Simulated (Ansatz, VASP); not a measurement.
# TaN: VASP beside Ansatz

```
Ta N
1.0
     0.00000    2.20874    2.20874
     2.20874    0.00000    2.20874
     2.20874    2.20874    0.00000
Ta N
1 1
Direct
  0.00000 0.00000 0.00000
  0.50000 0.50000 0.50000
```

Alike in both runs: functional PBE; k mesh 16 × 16 × 16; occupations fermi-dirac, width 0.08 eV; no spin polarisation.

Ansatz relaxed the structure, and its values are those at the end. VASP's run is a single point on that final structure, the one shown.

```csv
,VASP,Ansatz
version,VASP 6.6.1,Ansatz 0.2.0
potentials or method,"VASP PAW PBE potentials, release 64 (Ta_pv, N)","PAW with Ansatz's default frozen-core files, scalar-relativistic"
plane-wave cutoff (eV),520,420
valence electrons in the cell,16,18
```

|  | VASP | Ansatz | Ansatz less VASP |
| --- | --- | --- | --- |
| pressure (GPa) | 0.8 | 0.0 | -0.78 |

The functional is the same, so the differences come from potentials, cutoffs and numerics. VASP's potentials hold 16 valence electrons a cell and Ansatz's 18, so a difference there can come from the potentials and not from the codes.

Spin-orbit coupling is off throughout.
